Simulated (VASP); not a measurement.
# TiSi2 (Fdd2) in VASP: single point with PBE

Aim: the single point of TiSi2 with PBE.

Everything below comes from runs of VASP 6.6.1. Logs are shortened: lines on timing, memory, paths and dates and some standing lists are left out, and cuts for length are marked.

## 1. The cell of the first run

Symmetry: Fdd2, No. 43, orthorhombic system. Conventional cell: a = 8.270 Å, b = 8.559 Å, c = 4.808 Å, α = 90.00°, β = 90.00°, γ = 90.00°. Within 3.3 Å of Ti (site symmetry 2) lie 10 Si at 2.51 to 2.92 Å and 4 Ti at 3.21 Å. Within 3.3 Å of Si (site symmetry 1) lie 5 Ti at 2.51 to 2.92 Å and 7 Si at 2.53 to 2.99 Å.

## 2. Single point, PBE (atoms displaced along a vibrational mode)

Input file INCAR:

```
SYSTEM = TiSi2
PREC = Accurate ; ENCUT = 520
EDIFF = 1E-7 ; ISMEAR = 0
SIGMA = 0.15 ; LREAL = .FALSE.
LASPH = .TRUE. ; NELM = 100
ALGO = Normal ; ISIF = 2
LWAVE = .FALSE. ; LCHARG = .TRUE.
GGA = PE ; LELF = .TRUE.
LVHAR = .TRUE. ; NBANDS = 29
```

Input file KPOINTS:

```
regular mesh
0
G
  14 14 14
  0 0 0
```

Input file POSCAR:

```
TiSi2
1.0
    0.0000000000      4.1351811263      4.2795976070
    2.4038689094      0.0000000000      4.2795976070
    2.4038689094      4.1351811263      0.0000000000
Ti Si
2 4
Direct
    0.7299915564      0.7700084436      0.7700084436
    0.4799915564      0.5200084436      0.5200084436
    0.0841736068      0.3764230625      0.0894753114
    0.4499280193      0.0894753114      0.3764230625
    0.1605246886      0.8000719807      0.1658263932
    0.8735769375      0.1658263932      0.8000719807
```

Potentials or basis: VASP PAW PBE potentials, release 64 (Ti_sv, Si).

Run with:

```sh
$ cat potpaw_PBE.64/Ti_sv/POTCAR potpaw_PBE.64/Si/POTCAR > POTCAR
$ mpirun -np 1 vasp_std > vasp.out
```

OUTCAR:

```text
SYSTEM = TiSi2
   PREC = Accurate
   ENCUT = 520
   EDIFF = 1E-7
   ISMEAR = 0
   LREAL = .FALSE.
   LASPH = .TRUE.
   NELM = 100
   ISIF = 2
   GGA = PE

 ion  position               nearest neighbor table
   1  0.730  0.770  0.770-   5 2.51   6 2.51   3 2.61   4 2.61   6 2.63   5 2.63   4 2.80   3 2.80
                             3 2.92   4 2.92
   2  0.480  0.520  0.520-   4 2.51   3 2.51   5 2.61   6 2.61   3 2.63   4 2.63   6 2.80   5 2.80
                             5 2.92   6 2.92
   3  0.084  0.376  0.089-   2 2.51   5 2.53   5 2.53   1 2.61   2 2.63   4 2.72   1 2.80   4 2.82
                             4 2.82   1 2.92   6 2.99   6 2.99
   4  0.450  0.089  0.376-   2 2.51   6 2.53   6 2.53   1 2.61   2 2.63   3 2.72   1 2.80   3 2.82
                             3 2.82   1 2.92   5 2.99   5 2.99
   5  0.161  0.800  0.166-   1 2.51   3 2.53   3 2.53   2 2.61   1 2.63   6 2.72   2 2.80   6 2.82
                             6 2.82   2 2.92   4 2.99   4 2.99
   6  0.874  0.166  0.800-   1 2.51   4 2.53   4 2.53   2 2.61   1 2.63   5 2.72   2 2.80   5 2.82
                             5 2.82   2 2.92   3 2.99   3 2.99

  LATTYP: Found a face centered orthorhombic cell.
 ALAT       =     4.8077378188
 B/A-ratio  =     1.7202190644
 C/A-ratio  =     1.7802957517

  Lattice vectors:

 A1 = (   0.0000000000,   4.1351811263,   4.2795976070)
 A2 = (   2.4038689094,   0.0000000000,   4.2795976070)
 A3 = (   2.4038689094,   4.1351811263,   0.0000000000)

Analysis of symmetry for initial positions (statically):
=====================================================================
 Subroutine PRICEL returns:
 Original cell was already a primitive cell.

 Routine SETGRP: Setting up the symmetry group for a
 face centered orthorhombic supercell.

 Subroutine GETGRP returns: Found  4 space group operations
 (whereof  2 operations were pure point group operations)
 out of a pool of  8 trial point group operations.

The static configuration has the point symmetry C_2 .
 The point group associated with its full space group is C_2v.

Analysis of symmetry for dynamics (positions and initial velocities):
=====================================================================
 Subroutine PRICEL returns:
 Original cell was already a primitive cell.

 Routine SETGRP: Setting up the symmetry group for a
 face centered orthorhombic supercell.

 Subroutine GETGRP returns: Found  4 space group operations
 (whereof  2 operations were pure point group operations)
 out of a pool of  8 trial point group operations.

The dynamic configuration has the point symmetry C_2 .
 The point group associated with its full space group is C_2v.

 Subroutine INISYM returns: Found  4 space group operations
 (whereof  2 operations are pure point group operations),
 and found     1 'primitive' translations

----------------------------------------------------------------------------------------

                                     Primitive cell

  volume of cell :      85.0821

  direct lattice vectors                    reciprocal lattice vectors
     0.000000000  4.135181126  4.279597607    -0.207998031  0.120913688  0.116833414
     2.403868909  0.000000000  4.279597607     0.207998031 -0.120913688  0.116833414
     2.403868909  4.135181126  0.000000000     0.207998031  0.120913688 -0.116833414

  length of vectors
     5.951023326  4.908517231  4.783127500     0.267457188  0.267457188  0.267457188

  position of ions in fractional coordinates (direct lattice)
     0.729991556  0.770008444  0.770008444
     0.479991556  0.520008444  0.520008444
     0.084173607  0.376423063  0.089475311
     0.449928019  0.089475311  0.376423063
     0.160524689  0.800071981  0.165826393
     0.873576937  0.165826393  0.800071981

  ion indices of the primitive-cell ions
   primitive index   ion index
                 1           1
                 2           2
                 3           3
                 4           4
                 5           5
                 6           6

----------------------------------------------------------------------------------------

 KPOINTS: regular mesh

Automatic generation of k-mesh.
 Grid dimensions read from file:
 generate k-points for:   14   14   14

 Generating k-lattice:

  Cartesian coordinates                     Fractional coordinates (reciprocal lattice)
    -0.014857002  0.008636692  0.008345244     0.071428571  0.000000000 -0.000000000
     0.014857002 -0.008636692  0.008345244     0.000000000  0.071428571  0.000000000
     0.014857002  0.008636692 -0.008345244    -0.000000000  0.000000000  0.071428571

  Length of vectors
     0.019104085  0.019104085  0.019104085

  Shift w.r.t. Gamma in fractional coordinates (k-lattice)
     0.000000000  0.000000000  0.000000000

 Subroutine IBZKPT returns following result:
 ===========================================

 Found    428 irreducible k-points:

 Following reciprocal coordinates:
            Coordinates               Weight
  0.000000  0.000000  0.000000      1.000000
  0.071429 -0.000000 -0.000000      8.000000
  0.142857 -0.000000  0.000000      8.000000
  0.214286  0.000000 -0.000000      8.000000
  0.285714 -0.000000 -0.000000      8.000000
  0.357143 -0.000000 -0.000000      8.000000
[... 16 lines left out ...]
  0.214286  0.142857 -0.000000      8.000000
  0.285714  0.142857 -0.000000      8.000000
 [... further k-points ...]
   k-points           NKPTS =    428   k-points in BZ     NKDIM =    428   number of bands    NBANDS=     29
   number of dos      NEDOS =    301   number of ions     NIONS =      6
   total plane-waves  NPLWV =  69120
   dimension x,y,z NGX =    48 NGY =   40 NGZ =   36
   dimension x,y,z NGXF=    96 NGYF=   80 NGZF=   72
   ions per type =               2   4
   NGX,Y,Z   is equivalent  to a cutoff of  13.41, 13.55, 12.51 a.u.
   NGXF,Y,Z  is equivalent  to a cutoff of  26.82, 27.10, 25.02 a.u.
 SYSTEM =  TiSi2
   PREC   = accura    normal or accurate (medium, high low for compatibility)
   ISTART =      0    job   : 0-new  1-cont  2-samecut
   ICHARG =      2    charge: 1-file 2-atom 10-const
   ISPIN  =      1    spin polarized calculation?
   LNONCOLLINEAR =      F non collinear calculations
   LSORBIT =      F    spin-orbit coupling
   LASPH  =      T    aspherical Exc in radial PAW
   ENCUT  =  520.0 eV  38.22 Ry    6.18 a.u.  11.06  9.13  8.89*2*pi/ulx,y,z
   NELM   =    100;   NELMIN=  2; NELMDL= -5     # of ELM steps
   EDIFF  = 0.1E-06   stopping-criterion for ELM
   LREAL  =      F    real-space projection
   EDIFFG = 0.1E-05   stopping-criterion for IOM
   NSW    =      0    number of steps for IOM
   IBRION =     -1    ionic relax: 0-MD 1-quasi-New 2-CG
   NFREE  =      0    steps in history (QN), initial steepest desc. (CG)
   ISIF   =      2    stress and relaxation
   ISYM   =      2    0-nonsym 1-usesym 2-fastsym
   POTIM  = 0.5000    time-step for ionic-motion
   TEBEG  =    0.0;   TEEND  =   0.0 temperature during run
   PSTRESS=    0.0 pullay stress
   NELECT =      40.0000    total number of electrons
   NUPDOWN=      -1.0000    fix difference up-down
   EMIN   =  10.00;   EMAX   =-10.00  energy-range for DOS
   EFERMI =   0.00;   METHOD = LEGACY
   ISMEAR =     0;   SIGMA  =   0.15  broadening in eV -4-tet -1-fermi 0-gaus
   EFERMI_NEDOS =   21; number of points for ismear=-14 and -15
   IALGO  =     38    algorithm
   IMIX   =      4    mixing-type and parameters
     AMIX     =   0.40;   BMIX     =  1.00
     AMIX_MAG =   1.60;   BMIX_MAG =  1.00
  volume/ion in A,a.u.               =      14.18        95.69
  Fermi-wavevector in a.u.,A,eV,Ry     =   1.272962  2.405549 22.047316  1.620432
  Thomas-Fermi vector in A             =   2.405812
   LORBIT       =      0    0 simple, 1 ext, 2 COOP (PROOUT), +10 PAW based schemes
   GGA     = PE    functional components
   LHFCALC =     F    Hartree Fock is set to
   AEXX    =    0.0000 exact exchange contribution
   IVDW    =     0    specifies the selected vdW correction
   LEPSILON=     F    determine dielectric tensor
   LRPA    =     F    only Hartree local field effects (RPA)
 non-spin polarized calculation
 Gauss-broadening in eV      SIGMA  =   0.15
  energy-cutoff  :      520.00
  volume of cell :       85.08
 maximum number of plane-waves:      2310
 NGX is ok and might be reduce to    48
   NGX = 23   NGY = 19   NGZ = 17

 number of electron      39.9999998 magnetization

 Free energy of the ion-electron system (eV)
  ---------------------------------------------------
  ext. energy  EPLUGINS =         0.00000000
  ---------------------------------------------------
  free energy    TOTEN  =       -40.41409223 eV

  energy without entropy =      -40.38764047  energy(sigma->0) =      -40.40086635

 E-fermi :  10.0182     XC(G=0): -11.6698

 val. band max:       10.0178766451   @ k =  -0.3571   0.0000   0.1429
 cond. band min:      10.0234116658   @ k =  -0.4286   0.2857   0.2143
 fundamental gap:      0.0055350207
 Fermi energy:        10.0182267322

 k-point     1 :       0.0000    0.0000    0.0000
  band No.  band energies     occupation
      1     -46.2743      2.00000
      2     -46.2475      2.00000
      3     -22.6470      2.00000
      4     -22.6421      2.00000
      5     -22.5648      2.00000
      6     -22.5503      2.00000
[... 21 lines left out ...]
     28      13.6809      0.00000
     29      13.7309      0.00000

 k-point     2 :       0.0714   -0.0000   -0.0000
  band No.  band energies     occupation
      1     -46.2741      2.00000
      2     -46.2478      2.00000
      3     -22.6469      2.00000
      4     -22.6418      2.00000
      5     -22.5661      2.00000
      6     -22.5503      2.00000
[... 21 lines left out ...]
     28      13.5846      0.00000
     29      13.6671      0.00000

 k-point     3 :       0.1429   -0.0000    0.0000
  band No.  band energies     occupation
      1     -46.2733      2.00000
      2     -46.2485      2.00000
      3     -22.6474      2.00000
      4     -22.6402      2.00000
      5     -22.5698      2.00000
      6     -22.5503      2.00000
[... 638 lines left out ...]
      5     -22.5785      2.00000
      6     -22.5468      2.00000
[... 21 lines left out ...]
     28      13.6963      0.00000
     29      14.2494      0.00000

 k-point    24 :       0.2857    0.1429   -0.0000
  band No.  band energies     occupation
      1     -46.2708      2.00000
      2     -46.2509      2.00000
      3     -22.6448      2.00000
      4     -22.6292      2.00000
      5     -22.5854      2.00000
      6     -22.5465      2.00000
[... 21 lines left out ...]
     28      13.8788      0.00000
     29      14.3015      0.00000

 [... further k-points ...]
[... 5 lines left out ...]
  --------------------------------------------------------------------------------------
  -------------------------------------------------------------------------------------
  Total        1.5753677     -0.0411472      0.4304153      0.0000000      0.0000000      0.0000000
  in kB       29.6656773     -0.7748409      8.1051315      0.0000000      0.0000000      0.0000000
  external PRESSURE =      12.3319893 kB  Pullay stress =       0.0000000 kB

 VOLUME and BASIS-vectors are now :
 -----------------------------------------------------------------------------
  energy-cutoff  :      520.00
  volume of cell :       85.08
      direct lattice vectors                 reciprocal lattice vectors
     0.000000000  4.135181126  4.279597607    -0.207998031  0.120913688  0.116833414
     2.403868909  0.000000000  4.279597607     0.207998031 -0.120913688  0.116833414
     2.403868909  4.135181126  0.000000000     0.207998031  0.120913688 -0.116833414

 POSITION                                       TOTAL-FORCE (eV/Angst)
 -----------------------------------------------------------------------------------
      3.70200      6.20277      6.41940        -0.605429     -0.000000      0.000000
      2.50006      4.13518      4.27960        -0.605429     -0.000000     -0.000000
      1.11996      0.71807      1.97117         0.302715     -0.163932      0.579267
      1.11996      3.41711      2.30843         0.302715      0.163932     -0.579267
      2.32189      1.34952      4.11097         0.302715      0.163932      0.579267
      2.32189      6.92084      4.44823         0.302715     -0.163932     -0.579267
 -----------------------------------------------------------------------------------
    total drift:                                0.000120      0.000003     -0.000012

  FREE ENERGIE OF THE ION-ELECTRON SYSTEM (eV)
  ---------------------------------------------------
  free  energy   TOTEN  =       -40.4140922341 eV

  energy  without entropy=      -40.3876404731  energy(sigma->0) =      -40.40086635
```

Run time: 36 min. Hardware: 1 thread of Intel Xeon 8259CL, shared host; peak memory 0.89 GiB.

Results:

| Quantity | Value |
| --- | --- |
| Free energy | -40.4141 eV |
| Pressure | 1.2 GPa |
| Largest force | 0.674 eV/Å |
| Band gap on the k mesh | zero (bands 20 and 21 overlap by 1.67 eV) |

Forces on the atoms (eV/Å):
```
Ti  -0.605  0.000  0.000
Ti  -0.605  0.000  0.000
Si   0.303 -0.164  0.579
Si   0.303  0.164 -0.579
Si   0.303  0.164  0.579
Si   0.303 -0.164 -0.579
```

Stress tensor (GPa, compression positive):
```
 2.97  0.00  0.00
 0.00 -0.08  0.00
 0.00  0.00  0.81
```

Levels at points of the mesh, in eV from the Fermi level:
```
           k point  band 17  band 18  band 19  band 20  band 21  band 22  band 23  band 24
(0.00, 0.00, 0.00)    -2.24    -2.00    -1.73    -1.34    -0.86     2.06     2.90     3.10
(0.50, 0.00, 0.00)    -1.84    -1.05    -0.02     0.16     0.95     1.27     1.72     2.18
(0.50, 0.50, 0.00)    -1.60    -1.60    -0.89    -0.89     0.73     0.73     3.09     3.09
(0.50, 0.00, 0.50)    -1.94    -1.94    -0.85    -0.85     1.25     1.25     3.15     3.15
(0.00, 0.50, 0.50)    -1.08    -1.08    -0.68    -0.68     0.84     0.84     2.25     2.25
```

Caveat: the cell differs from its parent crystal (atoms displaced along a vibrational mode).
